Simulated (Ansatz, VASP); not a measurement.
# BN: VASP beside Ansatz

File POSCAR:

```
BN
1.0
    2.4795718258      0.0000000000      0.0000000000
   -1.2397859129      2.1473721917      0.0000000000
    0.0000000000      0.0000000000      5.7073706631
B N
2 2
Direct
    0.3333333333      0.6666666667      0.2500000000
    0.6666666667      0.3333333333      0.7500000000
    0.3333333333      0.6666666667      0.7500000000
    0.6666666667      0.3333333333      0.2500000000
```

INCAR.step1

```
SYSTEM = BN
PREC = Accurate
ENCUT = 520
ISMEAR = 0
SIGMA = 0.02
LREAL = .FALSE.
LASPH = .TRUE.
NELM = 60
NBANDS = 16
GGA = PE
ALGO = Normal
EDIFF = 1E-4
LWAVE = .TRUE.
LCHARG = .FALSE.
```

The input INCAR.step2:

```
SYSTEM = BN
PREC = Accurate
ENCUT = 520
EDIFF = 1E-7
ISMEAR = 0
SIGMA = 0.02
LREAL = .FALSE.
LASPH = .TRUE.
NELM = 60
ALGO = Normal
ISIF = 2
LWAVE = .FALSE.
LCHARG = .FALSE.
METAGGA = R2SCAN
LMIXTAU = .TRUE.
NBANDS = 16
ISTART = 1
```

Contents of KPOINTS:

```
regular mesh
0
G
  12 12 4
  0 0 0
```

Input for Ansatz:

```yaml
crystal:
  lattice:
    - [2.4795718258, 0.0, 0.0]
    - [-1.2397859129, 2.1473721917, 0.0]
    - [0.0, 0.0, 5.7073706631]
  atoms:
    - { symbol: B, position: [0.3333333333, 0.6666666667, 0.25] }
    - { symbol: B, position: [0.6666666667, 0.3333333333, 0.75] }
    - { symbol: "N", position: [0.3333333333, 0.6666666667, 0.75] }
    - { symbol: "N", position: [0.6666666667, 0.3333333333, 0.25] }
basis:
  ecutwfc: 500
kpoints:
  mp_grid: { grid: [12, 12, 4] }
  band_path: { path: [VBM, CBM], npoints: 2 }
hamiltonian:
  xc: r2scan
scf:
  occupations: { method: gaussian, width: 0.02 }
output:
  forces: true
  stress: true
  eigenvalues: true
checkpoint:
  read: start.run
  write: ck
  compress: false
  write_wavefunctions: false
  write_every: 100000
```

Alike in both runs: task single point; functional r2SCAN; k mesh 12 × 12 × 4; occupations gaussian, width 0.02 eV; no spin polarisation.

|  | VASP | Ansatz |
| --- | --- | --- |
| version | VASP 6.6.1 | Ansatz 0.2.0 |
| potentials or method | VASP PAW PBE potentials, release 64 (B, N), cutoff 520 eV | scalar-relativistic, plane waves, PAW |
| valence electrons in the cell | 16 | 16 |

```tsv
	VASP	Ansatz	Ansatz less VASP
gap on the k mesh at the Fermi level (eV)	4.76	4.71	-0.045
least direct gap on the mesh (eV)	5.01	4.96	-0.048
pressure (GPa)	12.5	12.0	-0.47
traceless stress, the component that is largest in VASP (GPa)	-0.83	0.01	+0.842
```

VASP's potentials were made for PBE, not for r2SCAN.
